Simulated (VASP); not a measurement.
HfN: density of states with PBE

The system is HfN.

```
Hf N
1.0
     3.43321    0.00000    0.00000
    -1.71660    2.97324    0.00000
     0.00000    0.00000    3.96982
Hf N
1 1
Direct
  0.00000 0.00000 0.50000
  0.00000 0.00000 0.00000
```

```json
{
  "Program": "VASP 6.6.1",
  "Task": "density of states",
  "Functional": "PBE",
  "Potentials or basis": "VASP PAW PBE potentials, release 64 (Hf_pv, N)",
  "Cutoff": "520 eV",
  "k mesh": "18 × 18 × 14",
  "Occupations": "gaussian, width 0.1 eV",
  "Spin": "no spin polarisation",
  "Dipole correction": "no",
  "k mesh for the DOS": "27 × 27 × 21",
  "Occupations for the DOS": "tetrahedron",
  "Further INCAR settings": "ALGO = Normal; EDIFF = 1e-06"
}
```

```yaml
Valence_electrons_inside_the_program's_atomic_spheres: Hf 8.44; N 3.65
```

Levels at points of the mesh, in eV from the Fermi level:
```tsv
k point	band 6	band 7	band 8	band 9	band 10	band 11
(0.00, 0.00, 0.00)	0.01	0.43	0.43	1.92	1.92	4.31
```

Wall time 2.4 min on 1 thread of Intel(R) Xeon(R) 6975P-C (Granite Rapids), on a shared host, peak memory 0.53 GiB.

Caveat: spin-orbit coupling is left out, which moves the levels of the heavy elements.
